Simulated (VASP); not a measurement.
# Au (P-1) in VASP: settings compared

Au is run at these levels: PBE, PBEsol; tasks: single point.

All numbers are computed with VASP 6.6.1; they aren't measurements. Logs are shortened: lines on timing, memory, paths and dates and some standing lists are left out, and cuts for length are marked.

## (1) The cell of the first run

The typed cell holds 1 atom: a = 2.930 Å, b = 2.886 Å, c = 2.882 Å, α = 57.93°, β = 64.48°, γ = 57.26°.

## (2) Single point, PBE

Contents of INCAR:

```
SYSTEM = Au
ALGO = Fast ; EDIFF = 1E-6
ENCUT = 520 ; GGA = PE
ISIF = 2 ; ISMEAR = -1
LASPH = .TRUE. ; LCHARG = .FALSE.
LREAL = .FALSE. ; LWAVE = .FALSE.
NBANDS = 12 ; NELM = 80
PREC = Accurate ; SIGMA = 0.05
```

Contents of KPOINTS:

```
k-points
0
G
  11 12 11
  0 0 0
```

Contents of POSCAR:

```
Au
1.0
   -0.0417739400      1.9534674600      2.1836343100
    2.0212981700      0.0837522500      2.0581081200
    2.1322925200      1.9389356200     -0.0272421100
Au
1
Direct
    0.0000000000      0.0000000000      0.0000000000
```

Potentials or basis: VASP PAW PBE potentials, release 64 (Au).

Run with:

```bash
$ cat potpaw_PBE.64/Au/POTCAR > POTCAR
$ mpirun -np 1 vasp_std > vasp.out
```

OUTCAR:

```text
SYSTEM = Au
   EDIFF = 1E-6
   ENCUT = 520
   GGA = PE
   ISIF = 2
   ISMEAR = -1
   LASPH = .TRUE.
   LREAL = .FALSE.
   NELM = 80
   PREC = Accurate

 ion  position               nearest neighbor table
   1  0.000  0.000  0.000-

  LATTYP: Found a triclinic cell.
 ALAT       =     2.8821666957
 B/A-ratio  =     1.4567914347
 C/A-ratio  =     2.1503173586
 COS(alpha) =     0.0063561723
 COS(beta)  =     0.6252637844
 COS(gamma) =     0.7506669668

  Lattice vectors:

 A1 = (  -2.1322925200,  -1.9389356200,   0.0272421100)
 A2 = (  -4.1953646300,  -0.0692204100,   0.1527683000)
 A3 = (  -0.0274464700,  -5.7621182900,  -2.2819183900)

Analysis of symmetry for initial positions (statically):
=====================================================================
 Subroutine PRICEL returns:
 Original cell was already a primitive cell.

 Routine SETGRP: Setting up the symmetry group for a
 triclinic supercell.

 Subroutine GETGRP returns: Found  2 space group operations
 (whereof  2 operations were pure point group operations)
 out of a pool of  2 trial point group operations.

The static configuration has the point symmetry S_2 .

Analysis of symmetry for dynamics (positions and initial velocities):
=====================================================================
 Subroutine PRICEL returns:
 Original cell was already a primitive cell.

 Routine SETGRP: Setting up the symmetry group for a
 triclinic supercell.

 Subroutine GETGRP returns: Found  2 space group operations
 (whereof  2 operations were pure point group operations)
 out of a pool of  2 trial point group operations.

The dynamic configuration has the point symmetry S_2 .

 Subroutine INISYM returns: Found  2 space group operations
 (whereof  2 operations are pure point group operations),
 and found     1 'primitive' translations

----------------------------------------------------------------------------------------

                                     Primitive cell

  volume of cell :      17.0152

  direct lattice vectors                    reciprocal lattice vectors
    -0.041773940  1.953467460  2.183634310    -0.234662037  0.261152018  0.219837759
     2.021298170  0.083752250  2.058108120     0.251959644 -0.273579504  0.249562852
     2.132292520  1.938935620 -0.027242110     0.225537383  0.264454851 -0.232265246

  length of vectors
     2.930194359  2.885908828  2.882166696     0.414240616  0.447896220  0.418031845

  position of ions in fractional coordinates (direct lattice)
     0.000000000  0.000000000  0.000000000

  ion indices of the primitive-cell ions
   primitive index   ion index
                 1           1

----------------------------------------------------------------------------------------

 KPOINTS: k-points

Automatic generation of k-mesh.
 Grid dimensions read from file:
 generate k-points for:   11   12   11

 Generating k-lattice:

  Cartesian coordinates                     Fractional coordinates (reciprocal lattice)
    -0.021332912  0.023741093  0.019985251     0.090909091  0.000000000 -0.000000000
     0.020996637 -0.022798292  0.020796904    -0.000000000  0.083333333 -0.000000000
     0.020503398  0.024041350 -0.021115022     0.000000000  0.000000000  0.090909091

  Length of vectors
     0.037658238  0.037324685  0.038002895

  Shift w.r.t. Gamma in fractional coordinates (k-lattice)
     0.000000000  0.000000000  0.000000000

 Subroutine IBZKPT returns following result:
 ===========================================

 Found    727 irreducible k-points:

 Following reciprocal coordinates:
            Coordinates               Weight
  0.000000  0.000000  0.000000      1.000000
  0.090909  0.000000 -0.000000      2.000000
  0.181818  0.000000 -0.000000      2.000000
  0.272727  0.000000 -0.000000      2.000000
  0.363636  0.000000 -0.000000      2.000000
  0.454545  0.000000 -0.000000      2.000000
[... 16 lines left out ...]
  0.454545  0.166667  0.000000      2.000000
 -0.454545  0.166667  0.000000      2.000000
 [... further k-points ...]
   k-points           NKPTS =    727   k-points in BZ     NKDIM =    727   number of bands    NBANDS=     12
   number of dos      NEDOS =    301   number of ions     NIONS =      1
   total plane-waves  NPLWV =  13824
   dimension x,y,z NGX =    24 NGY =   24 NGZ =   24
   dimension x,y,z NGXF=    48 NGYF=   48 NGZF=   48
   ions per type =               1
   NGX,Y,Z   is equivalent  to a cutoff of  13.62, 13.83, 13.84 a.u.
   NGXF,Y,Z  is equivalent  to a cutoff of  27.23, 27.65, 27.69 a.u.
 SYSTEM =  Au
   PREC   = accura    normal or accurate (medium, high low for compatibility)
   ISTART =      0    job   : 0-new  1-cont  2-samecut
   ICHARG =      2    charge: 1-file 2-atom 10-const
   ISPIN  =      1    spin polarized calculation?
   LNONCOLLINEAR =      F non collinear calculations
   LSORBIT =      F    spin-orbit coupling
   LASPH  =      T    aspherical Exc in radial PAW
   ENCUT  =  520.0 eV  38.22 Ry    6.18 a.u.   5.45  5.37  5.36*2*pi/ulx,y,z
   NELM   =     80;   NELMIN=  2; NELMDL= -5     # of ELM steps
   EDIFF  = 0.1E-05   stopping-criterion for ELM
   LREAL  =      F    real-space projection
[... 7 lines left out ...]
   TEBEG  =    0.0;   TEEND  =   0.0 temperature during run
   PSTRESS=    0.0 pullay stress
   NELECT =      11.0000    total number of electrons
   NUPDOWN=      -1.0000    fix difference up-down
   EMIN   =  10.00;   EMAX   =-10.00  energy-range for DOS
   EFERMI =   0.00;   METHOD = LEGACY
   ISMEAR =    -1;   SIGMA  =   0.05  broadening in eV -4-tet -1-fermi 0-gaus
   EFERMI_NEDOS =   21; number of points for ismear=-14 and -15
   IALGO  =     68    algorithm
   IMIX   =      4    mixing-type and parameters
     AMIX     =   0.40;   BMIX     =  1.00
     AMIX_MAG =   1.60;   BMIX_MAG =  1.00
  volume/ion in A,a.u.               =      17.02       114.82
  Fermi-wavevector in a.u.,A,eV,Ry     =   1.415555  2.675011 27.263297  2.003796
  Thomas-Fermi vector in A             =   2.536981
   LORBIT       =      0    0 simple, 1 ext, 2 COOP (PROOUT), +10 PAW based schemes
   GGA     = PE    functional components
   LHFCALC =     F    Hartree Fock is set to
   AEXX    =    0.0000 exact exchange contribution
   IVDW    =     0    specifies the selected vdW correction
   LEPSILON=     F    determine dielectric tensor
   LRPA    =     F    only Hartree local field effects (RPA)
 non-spin polarized calculation
 RMM-DIIS sequential band-by-band and
  energy-cutoff  :      520.00
  volume of cell :       17.02
 maximum number of plane-waves:       469
 NGX is ok and might be reduce to    24
   NGX = 11   NGY = 11   NGZ = 11

 number of electron      11.0000001 magnetization

 Free energy of the ion-electron system (eV)
  ---------------------------------------------------
  ext. energy  EPLUGINS =         0.00000000
  ---------------------------------------------------
  free energy    TOTEN  =        -3.18286750 eV

  energy without entropy =       -3.18132934  energy(sigma->0) =       -3.18209842

 E-fermi :   9.5705     XC(G=0): -12.7214

 val. band max:        9.5525576383   @ k =   0.2727   0.5000   0.0909
 cond. band min:       9.5820021583   @ k =  -0.4545  -0.1667   0.0909
 fundamental gap:      0.0294445201
 Fermi energy:         9.5705219875

 k-point     1 :       0.0000    0.0000    0.0000
  band No.  band energies     occupation
      1      -0.3737      2.00000
      2       4.1653      2.00000
      3       4.7153      2.00000
      4       5.4399      2.00000
      5       5.8794      2.00000
      6       6.7947      2.00000
      7      24.0628      0.00000
      8      26.4334      0.00000
      9      27.9128      0.00000
     10      30.1529      0.00000
     11      33.0783      0.00000
     12      36.0249      0.00000

 k-point     2 :       0.0909    0.0000   -0.0000
  band No.  band energies     occupation
      1      -0.1050      2.00000
      2       4.1969      2.00000
      3       4.7698      2.00000
      4       5.4076      2.00000
      5       5.9072      2.00000
      6       6.7434      2.00000
      7      24.1706      0.00000
      8      25.6432      0.00000
      9      28.1737      0.00000
     10      29.8088      0.00000
     11      33.0361      0.00000
     12      34.6158      0.00000

 k-point     3 :       0.1818    0.0000   -0.0000
  band No.  band energies     occupation
      1       0.6268      2.00000
      2       4.2964      2.00000
      3       4.8257      2.00000
      4       5.3533      2.00000
      5       6.1156      2.00000
      6       6.6553      2.00000
      7      22.3695      0.00000
      8      25.2414      0.00000
      9      29.0883      0.00000
     10      30.1730      0.00000
     11      31.1577      0.00000
     12      33.3245      0.00000

 k-point     4 :       0.2727    0.0000   -0.0000
  band No.  band energies     occupation
      1       1.4996      2.00000
      2       4.6910      2.00000
      3       4.7641      2.00000
      4       5.3027      2.00000
      5       6.5900      2.00000
      6       6.7041      2.00000
      7      19.0404      0.00000
      8      24.9819      0.00000
      9      29.5153      0.00000
     10      30.1633      0.00000
     11      31.6490      0.00000
     12      32.0104      0.00000

 k-point     5 :       0.3636    0.0000   -0.0000
  band No.  band energies     occupation
      1       1.9705      2.00000
      2       4.6094      2.00000
      3       5.2096      2.00000
      4       5.9851      2.00000
      5       6.8033      2.00000
      6       7.2686      2.00000
      7      15.6227      0.00000
      8      24.2301      0.00000
      9      27.9618      0.00000
     10      29.2713      0.00000
     11      32.6291      0.00000
     12      33.6772      0.00000
[... 228 lines left out ...]
      1       1.5916      2.00000
      2       3.7645      2.00000
      3       4.9481      2.00000
      4       5.5368      2.00000
      5       6.4931      2.00000
      6       6.9690      2.00000
      7      22.2611      0.00000
      8      25.3051      0.00000
      9      25.7533      0.00000
     10      26.6266      0.00000
     11      31.5758      0.00000
     12      33.4896      0.00000

 k-point    22 :       0.3636    0.1667   -0.0000
  band No.  band energies     occupation
      1       2.4109      2.00000
      2       4.0057      2.00000
      3       4.7050      2.00000
      4       5.5178      2.00000
      5       7.0833      2.00000
      6       7.3974      2.00000
      7      18.6733      0.00000
      8      24.4663      0.00000
      9      25.0876      0.00000
     10      26.7979      0.00000
     11      33.2934      0.00000
     12      34.1603      0.00000

 k-point    23 :       0.4545    0.1667    0.0000
  band No.  band energies     occupation
      1       2.7439      2.00000
      2       4.4596      2.00000
      3       4.9165      2.00000
      4       5.4341      2.00000
      5       7.1392      2.00000
      6       8.7176      2.00000
      7      15.3590      0.00000
      8      23.5139      0.00000
      9      24.7879      0.00000
     10      26.7640      0.00000
     11      33.8287      0.00000
     12      36.4129      0.00000

 k-point    24 :      -0.4545    0.1667    0.0000
  band No.  band energies     occupation
      1       2.8125      2.00000
      2       4.4463      2.00000
      3       5.2485      2.00000
      4       5.6187      2.00000
      5       7.0439      2.00000
      6      10.6271      0.00000
      7      12.6373      0.00000
      8      22.8004      0.00000
      9      24.7778      0.00000
     10      27.0464      0.00000
     11      33.5720      0.00000
     12      35.8288      0.00000

 [... further k-points ...]

------------------------ aborting loop because EDIFF is reached ----------------------------------------

  FORCE on cell =-STRESS in cart. coord.  units (eV):
  Direction    XX          YY          ZZ          XY          YZ          ZX
  --------------------------------------------------------------------------------------
  -------------------------------------------------------------------------------------
  Total        1.1024018      1.0538745      0.9537797     -0.1994716     -0.2759784      0.1273739
  in kB      103.8038669     99.2344627     89.8093805    -18.7825541    -25.9865522     11.9937230
  external PRESSURE =      97.6159034 kB  Pullay stress =       0.0000000 kB

 VOLUME and BASIS-vectors are now :
 -----------------------------------------------------------------------------
  energy-cutoff  :      520.00
  volume of cell :       17.02
      direct lattice vectors                 reciprocal lattice vectors
    -0.041773940  1.953467460  2.183634310    -0.234662037  0.261152018  0.219837759
     2.021298170  0.083752250  2.058108120     0.251959644 -0.273579504  0.249562852
     2.132292520  1.938935620 -0.027242110     0.225537383  0.264454851 -0.232265246

 POSITION                                       TOTAL-FORCE (eV/Angst)
 -----------------------------------------------------------------------------------
      0.00000      0.00000      0.00000        -0.000000     -0.000000      0.000000
 -----------------------------------------------------------------------------------
    total drift:                               -0.000000     -0.000000     -0.000000

  FREE ENERGIE OF THE ION-ELECTRON SYSTEM (eV)
  ---------------------------------------------------
  free  energy   TOTEN  =        -3.1828675018 eV

  energy  without entropy=       -3.1813293424  energy(sigma->0) =       -3.18209842
```

Wall time 43 s (1 thread of Intel Xeon 6975P-C (Granite Rapids), shared host); peak memory 0.25 GiB.

What came out:

- Free energy: -3.1829 eV
- Pressure: 9.8 GPa

Caveat: spin-orbit coupling is left out, which moves the levels of the heavy elements.

## (3) Single point, PBEsol

Contents of INCAR:

```
SYSTEM = Au
PREC = Accurate
ENCUT = 520
EDIFF = 1E-7
ISMEAR = 0
SIGMA = 0.05
LREAL = .False.
LASPH = .True.
NELM = 80
ALGO = Fast
ISIF = 2
LWAVE = .False.
LCHARG = .False.
GGA = PS
NBANDS = 12
```

Contents of KPOINTS:

```
Automatic mesh
0
Gamma
  8 9 8
  0 0 0
```

POSCAR is that of step 2.

Potentials or basis: VASP PAW PBE potentials, release 64 (Au).

Run with:

```bash
$ cat potpaw_PBE.64/Au/POTCAR > POTCAR
$ mpirun -np 1 vasp_std > vasp.out
```

Wall time 48 s (1 thread of Intel Xeon Platinum 8259CL at 2.50GHz (Skylake/Cascade Lake), shared host); peak memory 0.18 GiB.

Results (log left out):

```yaml
Free_energy: -3.8885 eV
Pressure: 1.2 GPa
```

Stress tensor (GPa, compression positive):
```
 0.31 -2.33  0.76
-2.33  2.99 -1.95
 0.76 -1.95  0.35
```

Levels at points of the mesh, in eV from the Fermi level:
| k point | band 2 | band 3 | band 4 | band 5 | band 6 | band 7 | band 8 | band 9 | band 10 | band 11 |
| --- | --- | --- | --- | --- | --- | --- | --- | --- | --- | --- |
| (0.00, 0.00, 0.00) | -5.24 | -4.69 | -3.96 | -3.51 | -2.59 | 14.61 | 16.98 | 18.46 | 20.70 | 23.59 |
| (0.50, 0.00, 0.00) | -4.91 | -4.26 | -2.43 | -1.66 | -1.20 | 2.79 | 14.20 | 17.20 | 18.86 | 24.41 |
| (0.00, 0.00, 0.50) | -4.99 | -4.17 | -2.45 | -1.59 | -1.11 | 2.95 | 13.97 | 17.10 | 18.66 | 23.99 |
| (0.50, 0.00, 0.50) | -6.71 | -2.02 | -1.60 | -1.34 | 2.37 | 7.50 | 7.66 | 10.14 | 15.85 | 19.23 |

Caveat: the PAW data sets were made with another functional, which shifts forces and pressure a little; spin-orbit coupling is left out, which moves the levels of the heavy elements.
